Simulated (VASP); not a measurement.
## MnS: single point with PBE

The system is MnS.

```
Mn S
1.0
     1.85408    1.07045    6.02003
    -1.85408    1.07045    6.02003
     0.00000   -2.14091    6.02003
Mn S
2 2
Direct
  0.00000 0.00000 0.00000
  0.50000 0.50000 0.50000
  0.75000 0.75000 0.75000
  0.25000 0.25000 0.25000
```

```
Program                : VASP 6.6.1
Task                   : single point
Functional             : PBE
Potentials or basis    : VASP PAW PBE potentials, release 64 (Mn_pv, S)
Cutoff                 : 520 eV
k mesh                 : 7 × 7 × 7
Occupations            : fermi-dirac, width 0.1 eV
Spin                   : collinear spin, ferromagnetic start
Starting moments       : [2.8, 2.8, 0.0, 0.0] μB
Dipole correction      : no
Further INCAR settings : ALGO = Normal; EDIFF = 1e-07; NBANDS = 31
```

| Quantity | Value |
| --- | --- |
| Pressure | -4.0 GPa |
| Net moment | 9.41 μB per cell |
| Site moments | Mn +4.26; S +0.10 μB |
| Valence electrons inside the program's atomic spheres | Mn 11.29; S 3.72 |

Stress tensor (GPa, compression positive):
```
-4.15  0.00  0.00
 0.00 -4.15  0.00
 0.00  0.00 -3.66
```

Levels at points of the mesh, in eV from the Fermi level:
Spin up:
```
           k point  band 20  band 21  band 22  band 23  band 24  band 25  band 26  band 27  band 28  band 29
(0.00, 0.00, 0.00)    -1.89    -1.89    -1.85     0.32     0.32     1.59     2.76     5.31     5.31     8.30
```
Spin down:
| k point | band 12 | band 13 | band 14 | band 15 | band 16 | band 17 |
| --- | --- | --- | --- | --- | --- | --- |
| (0.00, 0.00, 0.00) | -1.69 | -1.69 | -1.64 | 0.31 | 0.31 | 0.34 |

Run time: 4.3 min on 1 thread of Intel(R) Xeon(R) 6975P-C (Granite Rapids), on a shared host, peak memory 0.47 GiB.

Caveat: the cell stands under tension; semilocal functionals often make such compounds metallic where correlation or magnetic order opens a gap, which also shifts bond lengths; the run started ferromagnetic, and an antiferromagnetic order may lie lower in energy. With open d or f shells a metallic result of PBE can be an artefact of self-interaction; +U or a hybrid may open a gap.
